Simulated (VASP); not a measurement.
# TaN (Fm-3m) in VASP: a series of runs

TaN is run at these levels: PBE; tasks: single point, relaxation of cell and atoms.

All numbers are computed with VASP 6.6.1; they aren't measurements. Logs are shortened: lines on timing, memory, paths and dates and some standing lists are left out, and cuts for length are marked.

**1. The cell of the first run**

The structure is cubic, space group Fm-3m (No. 225). Conventional cell: a = 4.387 Å, b = 4.387 Å, c = 4.387 Å, α = 90.00°, β = 90.00°, γ = 90.00°. Ta (site symmetry m-3m) has 6 N at 2.19 Å within 2.9 Å. Within 2.9 Å of N (site symmetry m-3m) lie 6 Ta at 2.19 Å.

**2. Single point, PBE, collinear spin, ferromagnetic start**

Input file INCAR:

```
PREC = Accurate ; ENCUT = 520
EDIFF = 1E-6 ; ISMEAR = 0
SIGMA = 0.1 ; LREAL = False
LASPH = True ; NELM = 150
ALGO = Normal ; ISIF = 2
LWAVE = False ; LCHARG = True
ISPIN = 2 ; MAGMOM = 1 0
LORBIT = 11 ; LMAXMIX = 4
GGA = PE ; LELF = True
LVHAR = True ; NBANDS = 19
```

Input file KPOINTS:

```
regular mesh
0
Gamma
  8 8 8
```

Input file POSCAR:

```
TaN
1.0
    0.0000000000      2.1933116124      2.1933116124
    2.1933116124      0.0000000000      2.1933116124
    2.1933116124      2.1933116124      0.0000000000
Ta N
1 1
Direct
    0.0000000000      0.0000000000      0.0000000000
    0.5000000000      0.5000000000      0.5000000000
```

Potentials or basis: VASP PAW PBE potentials, release 64 (Ta_pv, N).

Run with:

```bash
cat potpaw_PBE.64/Ta_pv/POTCAR potpaw_PBE.64/N/POTCAR > POTCAR
mpirun -np 1 vasp_std > vasp.out
```

OUTCAR:

```text
PREC = Accurate
   ENCUT = 520
   EDIFF = 1E-6
   ISMEAR = 0
   LREAL = False
   LASPH = True
   NELM = 150
   ISIF = 2
   ISPIN = 2
   LORBIT = 11
   GGA = PE

 ion  position               nearest neighbor table
   1  0.000  0.000  0.000-   2 2.19   2 2.19   2 2.19   2 2.19   2 2.19   2 2.19
   2  0.500  0.500  0.500-   1 2.19   1 2.19   1 2.19   1 2.19   1 2.19   1 2.19

  LATTYP: Found a face centered cubic cell.
 ALAT       =     4.3866232248

  Lattice vectors:

 A1 = (   0.0000000000,   2.1933116124,   2.1933116124)
 A2 = (   2.1933116124,   0.0000000000,   2.1933116124)
 A3 = (   2.1933116124,   2.1933116124,   0.0000000000)

Analysis of symmetry for initial positions (statically):
=====================================================================
 Subroutine PRICEL returns:
 Original cell was already a primitive cell.

 Routine SETGRP: Setting up the symmetry group for a
 face centered cubic supercell.

 Subroutine GETGRP returns: Found 48 space group operations
 (whereof 48 operations were pure point group operations)
 out of a pool of 48 trial point group operations.

The static configuration has the point symmetry O_h .

Analysis of symmetry for dynamics (positions and initial velocities):
=====================================================================
 Subroutine PRICEL returns:
 Original cell was already a primitive cell.

 Routine SETGRP: Setting up the symmetry group for a
 face centered cubic supercell.

 Subroutine GETGRP returns: Found 48 space group operations
 (whereof 48 operations were pure point group operations)
 out of a pool of 48 trial point group operations.

The dynamic configuration has the point symmetry O_h .

Analysis of structural, dynamic, and magnetic symmetry:
=====================================================================
 Subroutine PRICEL returns:
 Original cell was already a primitive cell.

 Routine SETGRP: Setting up the symmetry group for a
 face centered cubic supercell.

 Subroutine GETGRP returns: Found 48 space group operations
 (whereof 48 operations were pure point group operations)
 out of a pool of 48 trial point group operations.

The overall configuration has the point symmetry O_h .

 Subroutine INISYM returns: Found 48 space group operations
 (whereof 48 operations are pure point group operations),
 and found     1 'primitive' translations

----------------------------------------------------------------------------------------

                                     Primitive cell

  volume of cell :      21.1024

  direct lattice vectors                    reciprocal lattice vectors
     0.000000000  2.193311612  2.193311612    -0.227965783  0.227965783  0.227965783
     2.193311612  0.000000000  2.193311612     0.227965783 -0.227965783  0.227965783
     2.193311612  2.193311612  0.000000000     0.227965783  0.227965783 -0.227965783

  length of vectors
     3.101811029  3.101811029  3.101811029     0.394848319  0.394848319  0.394848319

  position of ions in fractional coordinates (direct lattice)
     0.000000000  0.000000000  0.000000000
     0.500000000  0.500000000  0.500000000

  ion indices of the primitive-cell ions
   primitive index   ion index
                 1           1
                 2           2

----------------------------------------------------------------------------------------

 KPOINTS: regular mesh

Automatic generation of k-mesh.
 Grid dimensions read from file:
 generate k-points for:    8    8    8

 Generating k-lattice:

  Cartesian coordinates                     Fractional coordinates (reciprocal lattice)
    -0.028495723  0.028495723  0.028495723     0.125000000  0.000000000  0.000000000
     0.028495723 -0.028495723  0.028495723     0.000000000  0.125000000  0.000000000
     0.028495723  0.028495723 -0.028495723     0.000000000  0.000000000  0.125000000

  Length of vectors
     0.049356040  0.049356040  0.049356040

  Shift w.r.t. Gamma in fractional coordinates (k-lattice)
     0.000000000  0.000000000  0.000000000

 Subroutine IBZKPT returns following result:
 ===========================================

 Found     29 irreducible k-points:

 Following reciprocal coordinates:
            Coordinates               Weight
  0.000000  0.000000  0.000000      1.000000
  0.125000  0.000000  0.000000      8.000000
  0.250000  0.000000  0.000000      8.000000
  0.375000  0.000000  0.000000      8.000000
  0.500000  0.000000  0.000000      4.000000
  0.125000  0.125000  0.000000      6.000000
[... 16 lines left out ...]
  0.500000  0.250000  0.125000     48.000000
 -0.375000  0.250000  0.125000     24.000000
 [... further k-points ...]
   k-points           NKPTS =     29   k-points in BZ     NKDIM =     29   number of bands    NBANDS=     19
   number of dos      NEDOS =    301   number of ions     NIONS =      2
   total plane-waves  NPLWV =  13824
   dimension x,y,z NGX =    24 NGY =   24 NGZ =   24
   dimension x,y,z NGXF=    48 NGYF=   48 NGZF=   48
   ions per type =               1   1
   NGX,Y,Z   is equivalent  to a cutoff of  12.86, 12.86, 12.86 a.u.
   NGXF,Y,Z  is equivalent  to a cutoff of  25.73, 25.73, 25.73 a.u.
 SYSTEM =  unknown system
   PREC   = accura    normal or accurate (medium, high low for compatibility)
   ISTART =      0    job   : 0-new  1-cont  2-samecut
   ICHARG =      2    charge: 1-file 2-atom 10-const
   ISPIN  =      2    spin polarized calculation?
   LNONCOLLINEAR =      F non collinear calculations
   LSORBIT =      F    spin-orbit coupling
   LASPH  =      T    aspherical Exc in radial PAW
   ENCUT  =  520.0 eV  38.22 Ry    6.18 a.u.   5.77  5.77  5.77*2*pi/ulx,y,z
   NELM   =    150;   NELMIN=  2; NELMDL= -5     # of ELM steps
   EDIFF  = 0.1E-05   stopping-criterion for ELM
   LREAL  =      F    real-space projection
   EDIFFG = 0.1E-04   stopping-criterion for IOM
   NSW    =      0    number of steps for IOM
   IBRION =     -1    ionic relax: 0-MD 1-quasi-New 2-CG
   NFREE  =      0    steps in history (QN), initial steepest desc. (CG)
   ISIF   =      2    stress and relaxation
   ISYM   =      2    0-nonsym 1-usesym 2-fastsym
   POTIM  = 0.5000    time-step for ionic-motion
   TEBEG  =    0.0;   TEEND  =   0.0 temperature during run
   PSTRESS=    0.0 pullay stress
   NELECT =      16.0000    total number of electrons
   NUPDOWN=      -1.0000    fix difference up-down
   EMIN   =  10.00;   EMAX   =-10.00  energy-range for DOS
   EFERMI =   0.00;   METHOD = LEGACY
   ISMEAR =     0;   SIGMA  =   0.10  broadening in eV -4-tet -1-fermi 0-gaus
   EFERMI_NEDOS =   21; number of points for ismear=-14 and -15
   IALGO  =     38    algorithm
   IMIX   =      4    mixing-type and parameters
     AMIX     =   0.40;   BMIX     =  1.00
     AMIX_MAG =   1.60;   BMIX_MAG =  1.00
  volume/ion in A,a.u.               =      10.55        71.20
  Fermi-wavevector in a.u.,A,eV,Ry     =   1.492810  2.821002 30.320328  2.228481
  Thomas-Fermi vector in A             =   2.605290
   LORBIT       =     11    0 simple, 1 ext, 2 COOP (PROOUT), +10 PAW based schemes
   GGA     = PE    functional components
   LHFCALC =     F    Hartree Fock is set to
   AEXX    =    0.0000 exact exchange contribution
   IVDW    =     0    specifies the selected vdW correction
   LEPSILON=     F    determine dielectric tensor
   LRPA    =     F    only Hartree local field effects (RPA)
 spin polarized calculation
 Gauss-broadening in eV      SIGMA  =   0.10
  energy-cutoff  :      520.00
  volume of cell :       21.10
 maximum number of plane-waves:       588
   NGX = 11   NGY = 11   NGZ = 11

 number of electron      16.0000002 magnetization      -0.0008148

 number of electron      16.0000002 magnetization       0.0001524

 Free energy of the ion-electron system (eV)
  ---------------------------------------------------
  ext. energy  EPLUGINS =         0.00000000
  ---------------------------------------------------
  free energy    TOTEN  =       -21.79067697 eV

  energy without entropy =      -21.78746217  energy(sigma->0) =      -21.78906957

 E-fermi :   9.6905     XC(G=0): -13.4783

 val. band max:        9.6178002418   @ k =  -0.2500   0.3750   0.1250
 cond. band min:       9.7045021964   @ k =   0.0000   0.0000   0.0000
 fundamental gap:      0.0867019546
 Fermi energy:         9.6904908611

 spin component 1

 k-point     1 :       0.0000    0.0000    0.0000
  band No.  band energies     occupation
      1     -26.1200      1.00000
      2     -26.1200      1.00000
      3     -26.1200      1.00000
      4      -9.2911      1.00000
      5       5.7876      1.00000
      6       5.7876      1.00000
[... 11 lines left out ...]
     18      34.0192      0.00000
     19      36.4012      0.00000

 k-point     2 :       0.1250    0.0000    0.0000
  band No.  band energies     occupation
      1     -26.2580      1.00000
      2     -26.1326      1.00000
      3     -26.1326      1.00000
      4      -8.9157      1.00000
      5       4.2314      1.00000
      6       4.7332      1.00000
[... 11 lines left out ...]
     18      31.7363      0.00000
     19      36.8891      0.00000

 k-point     3 :       0.2500    0.0000    0.0000
  band No.  band energies     occupation
      1     -26.5765      1.00000
      2     -26.1627      1.00000
      3     -26.1627      1.00000
      4      -7.9475      1.00000
      5       1.9243      1.00000
      6       3.2972      1.00000
[... 11 lines left out ...]
     18      27.5721      0.00000
     19      36.0811      0.00000

 k-point     4 :       0.3750    0.0000    0.0000
  band No.  band energies     occupation
      1     -26.8770      1.00000
      2     -26.1926      1.00000
      3     -26.1926      1.00000
      4      -6.8076      1.00000
      5       0.0187      1.00000
      6       2.3339      1.00000
[... 407 lines left out ...]
     18      28.3320      0.00000
     19      32.8661      0.00000

 k-point    23 :       0.5000    0.2500    0.1250
  band No.  band energies     occupation
      1     -26.7932      1.00000
      2     -26.4052      1.00000
      3     -26.2538      1.00000
      4      -7.0541      1.00000
      5       0.6414      1.00000
      6       2.5313      1.00000
[... 11 lines left out ...]
     18      30.4356      0.00000
     19      32.2135      0.00000

 k-point    24 :      -0.3750    0.2500    0.1250
  band No.  band energies     occupation
      1     -26.8606      1.00000
      2     -26.4272      1.00000
      3     -26.2801      1.00000
      4      -6.8252      1.00000
      5       0.4210      1.00000
      6       2.4966      1.00000
[... 11 lines left out ...]
     18      31.4403      0.00000
     19      31.5181      0.00000

 [... further k-points ...]

 spin component 2

 k-point     1 :       0.0000    0.0000    0.0000
  band No.  band energies     occupation
      1     -26.1199      1.00000
      2     -26.1199      1.00000
      3     -26.1199      1.00000
      4      -9.2910      1.00000
      5       5.7877      1.00000
      6       5.7877      1.00000
[... 11 lines left out ...]
     18      34.0194      0.00000
     19      36.4012      0.00000

 k-point     2 :       0.1250    0.0000    0.0000
  band No.  band energies     occupation
      1     -26.2579      1.00000
      2     -26.1325      1.00000
      3     -26.1325      1.00000
      4      -8.9157      1.00000
      5       4.2315      1.00000
      6       4.7333      1.00000
[... 11 lines left out ...]
     18      31.7364      0.00000
     19      36.8891      0.00000

 k-point     3 :       0.2500    0.0000    0.0000
  band No.  band energies     occupation
      1     -26.5764      1.00000
      2     -26.1626      1.00000
      3     -26.1626      1.00000
      4      -7.9474      1.00000
      5       1.9244      1.00000
      6       3.2973      1.00000
[... 11 lines left out ...]
     18      27.5721      0.00000
     19      36.0811      0.00000

 k-point     4 :       0.3750    0.0000    0.0000
  band No.  band energies     occupation
      1     -26.8769      1.00000
      2     -26.1924      1.00000
      3     -26.1924      1.00000
      4      -6.8075      1.00000
      5       0.0187      1.00000
      6       2.3339      1.00000
[... 407 lines left out ...]
     18      28.3320      0.00000
     19      32.8662      0.00000

 k-point    23 :       0.5000    0.2500    0.1250
  band No.  band energies     occupation
      1     -26.7931      1.00000
      2     -26.4051      1.00000
      3     -26.2537      1.00000
      4      -7.0540      1.00000
      5       0.6415      1.00000
      6       2.5314      1.00000
[... 11 lines left out ...]
     18      30.4357      0.00000
     19      32.2135      0.00000

 k-point    24 :      -0.3750    0.2500    0.1250
  band No.  band energies     occupation
      1     -26.8605      1.00000
      2     -26.4271      1.00000
      3     -26.2800      1.00000
      4      -6.8251      1.00000
      5       0.4211      1.00000
      6       2.4967      1.00000
[... 11 lines left out ...]
     18      31.4404      0.00000
     19      31.5181      0.00000

 [... further k-points ...]
[... 5 lines left out ...]
  --------------------------------------------------------------------------------------
  -------------------------------------------------------------------------------------
  Total        1.0787610      1.0787610      1.0787610      0.0000000      0.0000000      0.0000000
  in kB       81.9039409     81.9039409     81.9039409      0.0000000      0.0000000      0.0000000
  external PRESSURE =      81.9039409 kB  Pullay stress =       0.0000000 kB

 VOLUME and BASIS-vectors are now :
 -----------------------------------------------------------------------------
  energy-cutoff  :      520.00
  volume of cell :       21.10
      direct lattice vectors                 reciprocal lattice vectors
     0.000000000  2.193311612  2.193311612    -0.227965783  0.227965783  0.227965783
     2.193311612  0.000000000  2.193311612     0.227965783 -0.227965783  0.227965783
     2.193311612  2.193311612  0.000000000     0.227965783  0.227965783 -0.227965783

 POSITION                                       TOTAL-FORCE (eV/Angst)
 -----------------------------------------------------------------------------------
      0.00000      0.00000      0.00000        -0.000000     -0.000000      0.000000
      2.19331      2.19331      2.19331         0.000000      0.000000     -0.000000
 -----------------------------------------------------------------------------------
    total drift:                                0.000000     -0.000000     -0.000000

  FREE ENERGIE OF THE ION-ELECTRON SYSTEM (eV)
  ---------------------------------------------------
  free  energy   TOTEN  =       -21.7906769658 eV

  energy  without entropy=      -21.7874621697  energy(sigma->0) =      -21.78906957

 total charge

# of ion       s       p       d       tot
------------------------------------------
    1        0.274   6.225   2.465   8.964
    2        1.229   2.549   0.000   3.778
--------------------------------------------------
tot          1.503   8.774   2.465  12.742

 magnetization (x)

# of ion       s       p       d       tot
------------------------------------------
    1       -0.000  -0.000  -0.000  -0.000
    2       -0.000   0.000   0.000   0.000
--------------------------------------------------
tot         -0.000   0.000  -0.000  -0.000
```

It took 8.2 s on 1 thread of Intel Xeon 6975P-C (Granite Rapids), shared host; peak memory 0.16 GiB.

Results:

| Quantity | Value |
| --- | --- |
| Free energy | -21.7907 eV |
| Pressure | 8.2 GPa |
| Band gap on the k mesh | zero (filled and empty bands overlap) |
| Net moment | 0.00 μB per cell |
| Valence electrons inside the program's atomic spheres | Ta 8.96; N 3.78 |

Caveat: spin-orbit coupling is left out, which moves the levels of the heavy elements.

**3. Single point, PBE**

This run uses another cell than the first one, of 10.77 Å³/atom, 1.021 times its volume.

Input file INCAR:

```
  PREC = Accurate
  ENCUT = 520
  EDIFF = 1E-7
  ISMEAR = 0
  SIGMA = 0.1
  LREAL = F
  LASPH = T
  NELM = 60
  ALGO = Normal
  ISIF = 2
  LWAVE = F
  LCHARG = T
  GGA = PE
  LELF = T
  LVHAR = T
  NBANDS = 15
```

Input file KPOINTS:

```
Automatic mesh
0
Gamma
  16 16 16
```

Input file POSCAR:

```
TaN
1.0
    0.0000000000      2.2086256732      2.2086256732
    2.2086256732      0.0000000000      2.2086256732
    2.2086256732      2.2086256732      0.0000000000
Ta N
1 1
Direct
    0.0000000000      0.0000000000      0.0000000000
    0.5000000000      0.5000000000      0.5000000000
```

Potentials or basis: VASP PAW PBE potentials, release 64 (Ta_pv, N).

Run with:

```bash
cat potpaw_PBE.64/Ta_pv/POTCAR potpaw_PBE.64/N/POTCAR > POTCAR
mpirun -np 1 vasp_std > vasp.out
```

Wall time 14 s (1 thread of Intel Xeon 6975P-C (Granite Rapids), shared host); peak memory 0.17 GiB.

It converged, with:

```yaml
Free_energy: -21.8264 eV
Pressure: 0.8 GPa
Band_gap_on_the_k_mesh: zero (band 8 reaches 11.26 eV, above the bottom of band 9 at 7.33 eV)
```

Levels at points of the mesh, in eV from the Fermi level:
```
           k point  band 5  band 6  band 7  band 8  band 9  band 10  band 11  band 12
(0.00, 0.00, 0.00)   -3.78   -3.78   -3.78   -2.06   -2.06    -2.06     0.07     0.07
(0.50, 0.00, 0.00)  -10.26   -7.47   -7.47    1.87    1.87     1.96     3.79     7.40
(0.50, 0.50, 0.00)   -6.61   -5.37   -4.60   -4.60    2.08     3.48     3.48     4.40
```

Caveat: spin-orbit coupling is left out, which moves the levels of the heavy elements.

(Part 1 of 2 ends here.)
